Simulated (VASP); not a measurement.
Set up this calculation in VASP 6.6.1, as the native input.

```
Task                   : relaxation of the atoms
Functional             : PBEsol
Potentials or basis    : VASP PAW PBE potentials, release 64 (P, Al)
Cutoff                 : 450 eV
k mesh                 : 9 × 9 × 1
Occupations            : gaussian, width 0.05 eV
Spin                   : no spin polarisation
Dipole correction      : yes
Further INCAR settings : ALGO = Normal; EDIFF = 1e-07; NELMDL = -8; IBRION = 2; EDIFFG = -0.02; NSW = 80
```

The structure of AlP lies in POSCAR:

```
AlP
1.0
    3.8681183703      0.0000000000      0.0000000000
   -1.9340591851      3.3498887735      0.0000000000
    0.0000000000      0.0000000000     25.2644926278
P Al
4 4
Direct
    0.0000000000      0.0000000000      0.2968593160
    0.3333333333      0.6666666667      0.4218689677
    0.6666666667      0.3333333333      0.5468786194
    0.0000000000      0.0000000000      0.6718882711
    0.3333333333      0.6666666667      0.3281117289
    0.6666666667      0.3333333333      0.4531213806
    0.0000000000      0.0000000000      0.5781310323
    0.3333333333      0.6666666667      0.7031406840
```

One way to write it, as run:

INCAR

```
SYSTEM = AlP
PREC = Accurate
ENCUT = 450
EDIFF = 1E-7
ISMEAR = 0
SIGMA = 0.05
LREAL = .False.
LASPH = .True.
NELM = 120
ALGO = Normal
ISIF = 2
LWAVE = .False.
LCHARG = .False.
LDIPOL = .True.
IDIPOL = 3
DIPOL = 0.5 0.5 0.500
GGA = PS
IBRION = 2
NSW = 80
EDIFFG = -0.02
GGA_COMPAT = .False.
NELMIN = 4
NELMDL = -8
```

KPOINTS

```
regular mesh
0
Gamma
  9 9 1
  0 0 0
```

Potentials or basis: VASP PAW PBE potentials, release 64 (P, Al).

Launch:

```bash
$ cat potpaw_PBE.64/P/POTCAR potpaw_PBE.64/Al/POTCAR > POTCAR
$ mpirun -np 1 vasp_std > vasp.out
```

Results of the run:

* Energy gained by relaxing: 13.2 meV/atom
* Ionic steps: 16
* Largest force after relaxing: 0.015 eV/Å
* Band gap on the k mesh: zero (filled and empty bands overlap)

Caveat: the PAW data sets were made with another functional, which shifts forces and pressure a little.

It took 34 min on 1 thread of Intel Xeon 8259CL, with other jobs on the host, peak memory 0.41 GiB.
